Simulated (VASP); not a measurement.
Wanted: the native input for a VASP 6.6.1 run.

| Item | Value |
| --- | --- |
| Task | single point |
| Functional | PBE |
| Potentials or basis | VASP PAW PBE potentials, release 64 (C, N) |
| Cutoff | 520 eV |
| k mesh | 4 × 4 × 4 |
| Occupations | gaussian, width 0.1 eV |
| Spin | no spin polarisation |
| Dipole correction | no |
| Further INCAR settings | ALGO = Normal; EDIFF = 1e-06; NBANDS = 18 |

The structure of C4N lies in POSCAR:

```
C4N
1.0
    3.3313014621      0.0000000000      0.0000000000
    0.0000000000      3.3313014621      0.0000000000
    0.0000000000      0.0000000000      3.3313014621
C N
4 1
Direct
    0.0000000000      0.0000000000      0.0000000000
    0.5000000000      0.5000000000      0.0000000000
    0.5000000000      0.0000000000      0.5000000000
    0.0000000000      0.5000000000      0.5000000000
    0.5000000000      0.5000000000      0.5000000000
```

The input as run:

INCAR

```
SYSTEM = C4N
ALGO = Normal
EDIFF = 1E-6
ENCUT = 520
GGA = PE
ISIF = 2
ISMEAR = 0
LASPH = .TRUE.
LCHARG = .FALSE.
LREAL = .FALSE.
LWAVE = .FALSE.
NBANDS = 18
NELM = 100
PREC = Accurate
SIGMA = 0.1
```

KPOINTS

```
k-points
0
G
  4 4 4
  0 0 0
```

Potentials or basis: VASP PAW PBE potentials, release 64 (C, N).

Launch:

```bash
$ cat potpaw_PBE.64/C/POTCAR potpaw_PBE.64/N/POTCAR > POTCAR
$ mpirun -np 1 vasp_std > vasp.out
```

It gave:

```yaml
Pressure: -0.5 GPa
```

Caveat: the k points lie up to 0.47 Å⁻¹ apart.

It took 4.6 s on 1 thread of AMD EPYC 9R45 96-Core Processor (Zen 5) (shared host), peak memory 0.11 GiB.
